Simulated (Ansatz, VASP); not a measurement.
One calculation of CoSiGe3, two programs

```
Co Si Ge
1.0
     5.34658    0.00000    0.00000
    -2.67329    4.63027    0.00000
     0.00000    0.00000    4.26497
Co Si Ge
1 1 3
Direct
  0.00000 0.00000 0.00000
  0.00000 0.00000 0.50000
  0.50000 0.00000 0.00000
  0.00000 0.50000 0.00000
  0.50000 0.50000 0.00000
```

Alike in both runs: task relaxation of cell and atoms; functional PBE; k mesh 6 × 6 × 4; occupations gaussian, width 0.1 eV; no spin polarisation.

|  | VASP | Ansatz |
| --- | --- | --- |
| version | VASP 6.6.1 | Ansatz 0.2.0 |
| potentials or method | VASP PAW PBE potentials, release 64 (Co, Si, Ge_d), cutoff 600 eV | scalar-relativistic, plane waves, PAW |
| valence electrons in the cell | 55 | 63 |

Ansatz gave:

```
gap on the k mesh at the Fermi level, each at its own relaxed structure (eV) : none
relaxed volume (Å³/atom)                                                     : 21.13
relaxed length of the cell vector where the two differ most in proportion (Å)              : 4.288
```

Task: Which values does VASP return?

Result: gap on the k mesh at the Fermi level, each at its own relaxed structure (eV): none; relaxed volume (Å³/atom): 21.14; relaxed length of the cell vector where the two differ most in proportion (Å): 4.292.

A gap of «none» marks a metal or a gap that the smearing closes. VASP's potentials hold 55 valence electrons a cell and Ansatz's 63, so a difference there can come from the potentials and not from the codes.

The k mesh is coarse, so the values compare programs but aren't converged.
